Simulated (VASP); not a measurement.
Set up this calculation in VASP 6.6.1, as the native input.

```yaml
Task: single point
Functional: PBE
Potentials_or_basis: VASP PAW PBE potentials, release 64 (Al, Cu)
Cutoff: 520 eV
k_mesh: 10 × 10 × 10
Occupations: gaussian, width 0.15 eV
Spin: no spin polarisation
Dipole_correction: no
Further_INCAR_settings: ALGO = Fast; EDIFF = 1e-06; NBANDS = 26
```

The structure of Al2Cu lies in POSCAR:

```
Al2Cu
1.0
   -2.9959000000      2.9959000000      2.3436500000
    2.9959000000     -2.9959000000      2.3436500000
    2.9959000000      2.9959000000     -2.3436500000
Al Cu
4 2
Direct
    0.1587211657      0.6587211657      0.8174423314
    0.6587211657      0.8412788343      0.5000000000
    0.8412788343      0.3412788343      0.1825576686
    0.3412788343      0.1587211657      0.5000000000
    0.7500000000      0.7500000000      0.0000000000
    0.2500000000      0.2500000000      0.0000000000
```

These files were run (other wordings do the same):

INCAR

```
SYSTEM = Al2Cu
PREC     = Accurate       ! precision mode
ENCUT    = 520            ! plane-wave cutoff, eV
EDIFF    = 1E-6           ! SCF threshold, eV
ISMEAR   = 0              ! smearing method
SIGMA    = 0.15           ! smearing width, eV
LREAL    = .False.        ! projectors in reciprocal space
LASPH    = .True.         ! aspherical terms in the spheres
NELM     = 60             ! most SCF steps
ALGO     = Fast           ! electronic algorithm
ISIF     = 2              ! what is computed and relaxed
LWAVE    = .False.        ! write WAVECAR
LCHARG   = .False.        ! write CHGCAR
GGA      = PE             ! functional
NBANDS   = 26             ! bands
```

KPOINTS

```
regular mesh
0
Gamma
  10 10 10
  0 0 0
```

Potentials or basis: VASP PAW PBE potentials, release 64 (Al, Cu).

The run is started by

```bash
$ cat potpaw_PBE.64/Al/POTCAR potpaw_PBE.64/Cu/POTCAR > POTCAR
$ mpirun -np 1 vasp_std > vasp.out
```

It gave:

```yaml
Pressure: 7.3 GPa
Largest_force: 0.144 eV/Å
Band_gap_on_the_k_mesh: zero (band 17 reaches 11.47 eV, above the bottom of band 18 at 6.66 eV)
```

Wall time 2.3 min on 1 thread of Intel(R) Xeon(R) 6975P-C (Granite Rapids), on a shared host, peak memory 0.33 GiB.
